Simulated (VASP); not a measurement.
# C (Fm-3m) in VASP: single point with PBEsol

Aim: the single point of C with PBEsol.

Program: VASP 6.6.1. These are calculated values, not measurements. Logs are shortened: lines on timing, memory, paths and dates and some standing lists are left out, and cuts for length are marked.

## 1. The cell of the first run

Symmetry: Fm-3m, No. 225, cubic system. Conventional cell: a = 3.059 Å, b = 3.059 Å, c = 3.059 Å, α = 90.00°, β = 90.00°, γ = 90.00°. C (site symmetry m-3m) has 12 C at 2.16 Å within 2.9 Å.

## 2. Single point, PBEsol

INCAR reads:

```
PREC = Accurate ; ENCUT = 520
EDIFF = 1E-7 ; ISMEAR = -1
SIGMA = 0.13605693000000002 ; LREAL = F
LASPH = T ; NELM = 80
ALGO = Normal ; ISIF = 2
LWAVE = F ; LCHARG = F
GGA = PS ; NBANDS = 8
```

KPOINTS reads:

```
Automatic mesh
0
Gamma
  18 18 18
```

POSCAR reads:

```
C
1.0
    0.0000000000      1.5293479785      1.5293479785
    1.5293479785      0.0000000000      1.5293479785
    1.5293479785      1.5293479785      0.0000000000
C
1
Direct
    0.0000000000      0.0000000000      0.0000000000
```

Potentials or basis: VASP PAW PBE potentials, release 64 (C).

On the command line:

```sh
$ cat potpaw_PBE.64/C/POTCAR > POTCAR
$ mpirun -np 1 vasp_std > vasp.out
```

OUTCAR:

```text
PREC = Accurate
   ENCUT = 520
   EDIFF = 1E-7
   ISMEAR = -1
   LREAL = F
   LASPH = T
   NELM = 80
   ISIF = 2
   GGA = PS

 ion  position               nearest neighbor table
   1  0.000  0.000  0.000-

  LATTYP: Found a face centered cubic cell.
 ALAT       =     3.0586959570

  Lattice vectors:

 A1 = (   0.0000000000,   1.5293479785,   1.5293479785)
 A2 = (   1.5293479785,   0.0000000000,   1.5293479785)
 A3 = (   1.5293479785,   1.5293479785,   0.0000000000)

Analysis of symmetry for initial positions (statically):
=====================================================================
 Subroutine PRICEL returns:
 Original cell was already a primitive cell.

 Routine SETGRP: Setting up the symmetry group for a
 face centered cubic supercell.

 Subroutine GETGRP returns: Found 48 space group operations
[... 9 lines left out ...]

 Routine SETGRP: Setting up the symmetry group for a
 face centered cubic supercell.

 Subroutine GETGRP returns: Found 48 space group operations
[... 11 lines left out ...]
                                     Primitive cell

  volume of cell :       7.1540

  direct lattice vectors                    reciprocal lattice vectors
     0.000000000  1.529347978  1.529347978    -0.326936712  0.326936712  0.326936712
     1.529347978  0.000000000  1.529347978     0.326936712 -0.326936712  0.326936712
     1.529347978  1.529347978  0.000000000     0.326936712  0.326936712 -0.326936712

  length of vectors
     2.162824653  2.162824653  2.162824653     0.566270997  0.566270997  0.566270997

  position of ions in fractional coordinates (direct lattice)
     0.000000000  0.000000000  0.000000000

  ion indices of the primitive-cell ions
   primitive index   ion index
                 1           1

----------------------------------------------------------------------------------------

 KPOINTS: Automatic mesh

Automatic generation of k-mesh.
 Grid dimensions read from file:
 generate k-points for:   18   18   18

 Generating k-lattice:

  Cartesian coordinates                     Fractional coordinates (reciprocal lattice)
    -0.018163151  0.018163151  0.018163151     0.055555556  0.000000000  0.000000000
     0.018163151 -0.018163151  0.018163151     0.000000000  0.055555556  0.000000000
[... 48 lines left out ...]
 SYSTEM =  unknown system
   PREC   = accura    normal or accurate (medium, high low for compatibility)
   ISTART =      0    job   : 0-new  1-cont  2-samecut
   ICHARG =      2    charge: 1-file 2-atom 10-const
   ISPIN  =      1    spin polarized calculation?
   LNONCOLLINEAR =      F non collinear calculations
   LSORBIT =      F    spin-orbit coupling
   LASPH  =      T    aspherical Exc in radial PAW
   ENCUT  =  520.0 eV  38.22 Ry    6.18 a.u.   4.02  4.02  4.02*2*pi/ulx,y,z
   NELM   =     80;   NELMIN=  2; NELMDL= -5     # of ELM steps
   EDIFF  = 0.1E-06   stopping-criterion for ELM
   LREAL  =      F    real-space projection
   EDIFFG = 0.1E-05   stopping-criterion for IOM
   NSW    =      0    number of steps for IOM
   IBRION =     -1    ionic relax: 0-MD 1-quasi-New 2-CG
   NFREE  =      0    steps in history (QN), initial steepest desc. (CG)
   ISIF   =      2    stress and relaxation
   ISYM   =      2    0-nonsym 1-usesym 2-fastsym
   POTIM  = 0.5000    time-step for ionic-motion
   TEBEG  =    0.0;   TEEND  =   0.0 temperature during run
   PSTRESS=    0.0 pullay stress
   NELECT =       4.0000    total number of electrons
   NUPDOWN=      -1.0000    fix difference up-down
   EMIN   =  10.00;   EMAX   =-10.00  energy-range for DOS
   EFERMI =   0.00;   METHOD = LEGACY
   ISMEAR =    -1;   SIGMA  =   0.14  broadening in eV -4-tet -1-fermi 0-gaus
   EFERMI_NEDOS =   21; number of points for ismear=-14 and -15
   IALGO  =     38    algorithm
   IMIX   =      4    mixing-type and parameters
     AMIX     =   0.40;   BMIX     =  1.00
     AMIX_MAG =   1.60;   BMIX_MAG =  1.00
  volume/ion in A,a.u.               =       7.15        48.28
  Fermi-wavevector in a.u.,A,eV,Ry     =   1.348689  2.548653 24.748485  1.818962
  Thomas-Fermi vector in A             =   2.476337
   LORBIT       =      0    0 simple, 1 ext, 2 COOP (PROOUT), +10 PAW based schemes
   GGA     = PS    functional components
   LHFCALC =     F    Hartree Fock is set to
   AEXX    =    0.0000 exact exchange contribution
   IVDW    =     0    specifies the selected vdW correction
   LEPSILON=     F    determine dielectric tensor
   LRPA    =     F    only Hartree local field effects (RPA)
 non-spin polarized calculation
  energy-cutoff  :      520.00
  volume of cell :        7.15
 maximum number of plane-waves:       202
   NGX =  9   NGY =  9   NGZ =  9

 number of electron       4.0000000 magnetization

 Free energy of the ion-electron system (eV)
  ---------------------------------------------------
  ext. energy  EPLUGINS =         0.00000000
  ---------------------------------------------------
  free energy    TOTEN  =        -5.19910718 eV

  energy without entropy =       -5.17599364  energy(sigma->0) =       -5.18755041

 E-fermi :   7.8951     XC(G=0): -12.8941

 val. band max:        7.8779274506   @ k =  -0.3889   0.3333   0.1667
 cond. band min:       7.9309856548   @ k =  -0.3333   0.3333   0.1667
 fundamental gap:      0.0530582042
 Fermi energy:         7.8950803649

 k-point     1 :       0.0000    0.0000    0.0000
  band No.  band energies     occupation
      1     -11.1810      2.00000
      2      16.0711      0.00000
      3      16.0711      0.00000
      4      16.0711      0.00000
      5      38.0826      0.00000
      6      38.0826      0.00000
      7      38.0826      0.00000
      8      39.4130      0.00000
[... 243 lines left out ...]
 k-point    24 :      -0.2222    0.0556    0.0000
  band No.  band energies     occupation
      1      -8.7354      2.00000
      2       9.9348      0.00000
      3      14.3790      0.00000
      4      15.4505      0.00000
      5      32.9176      0.00000
      6      36.6904      0.00000
      7      38.5000      0.00000
      8      39.6913      0.00000

 [... further k-points ...]
[... 5 lines left out ...]
  --------------------------------------------------------------------------------------
  -------------------------------------------------------------------------------------
  Total       -0.1542439     -0.1542439     -0.1542439     -0.0000000     -0.0000000      0.0000000
  in kB      -34.5437713    -34.5437713    -34.5437713     -0.0000000     -0.0000000      0.0000000
  external PRESSURE =     -34.5437713 kB  Pullay stress =       0.0000000 kB

 VOLUME and BASIS-vectors are now :
 -----------------------------------------------------------------------------
  energy-cutoff  :      520.00
  volume of cell :        7.15
      direct lattice vectors                 reciprocal lattice vectors
     0.000000000  1.529347978  1.529347978    -0.326936712  0.326936712  0.326936712
     1.529347978  0.000000000  1.529347978     0.326936712 -0.326936712  0.326936712
     1.529347978  1.529347978  0.000000000     0.326936712  0.326936712 -0.326936712

 POSITION                                       TOTAL-FORCE (eV/Angst)
 -----------------------------------------------------------------------------------
      0.00000      0.00000      0.00000        -0.000000     -0.000000     -0.000000
 -----------------------------------------------------------------------------------
    total drift:                                0.000000      0.000000     -0.000000

  FREE ENERGIE OF THE ION-ELECTRON SYSTEM (eV)
  ---------------------------------------------------
  free  energy   TOTEN  =        -5.1991071797 eV

  energy  without entropy=       -5.1759936421  energy(sigma->0) =       -5.18755041
```

OSZICAR:

```text
N       E                     dE             d eps       ncg     rms          rms(c)
DAV:   1    -0.352417783674E+01   -0.35242E+01   -0.23760E+03  3400   0.481E+02
DAV:   2    -0.519784766453E+01   -0.16737E+01   -0.15834E+01  4176   0.283E+01
DAV:   3    -0.520344052616E+01   -0.55929E-02   -0.55874E-02  3456   0.177E+00
DAV:   4    -0.520344204330E+01   -0.15171E-05   -0.15169E-05  4360   0.276E-02
DAV:   5    -0.520344204296E+01    0.34370E-09   -0.30774E-09  3568   0.231E-04    0.986E-01
DAV:   6    -0.520013711681E+01    0.33049E-02   -0.27663E-03  3136   0.295E-01    0.551E-01
DAV:   7    -0.519909727372E+01    0.10398E-02   -0.35624E-03  3240   0.340E-01    0.451E-02
DAV:   8    -0.519910727315E+01   -0.99994E-05   -0.34732E-05  3240   0.499E-02    0.654E-03
DAV:   9    -0.519910717965E+01    0.93501E-07   -0.96454E-08  3808   0.305E-03
   1 F= -.51991072E+01 E0= -.51875504E+01  d E =-.231135E-01
```

Run time: 17 s. Hardware: 1 thread of AMD EPYC 7R13, shared host; peak memory 0.08 GiB.

Results:

```yaml
Free_energy: -5.1991 eV
Pressure: -3.5 GPa
Band_gap_on_the_k_mesh: zero (band 2 reaches 16.07 eV, above the bottom of band 3 at 4.67 eV)
```

Levels at points of the mesh, in eV from the Fermi level:
```
           k point  band 1  band 2  band 3  band 4  band 5  band 6  band 7
(0.00, 0.00, 0.00)  -19.08    8.18    8.18    8.18   30.19   30.19   30.19
(0.50, 0.00, 0.00)   -9.47   -8.92    6.41    6.41   24.96   27.56   27.56
(0.50, 0.50, 0.00)   -6.98   -5.45    2.28    2.28   14.75   16.24   37.76
```

Caveat: the PAW data sets were made with another functional, which shifts forces and pressure a little.
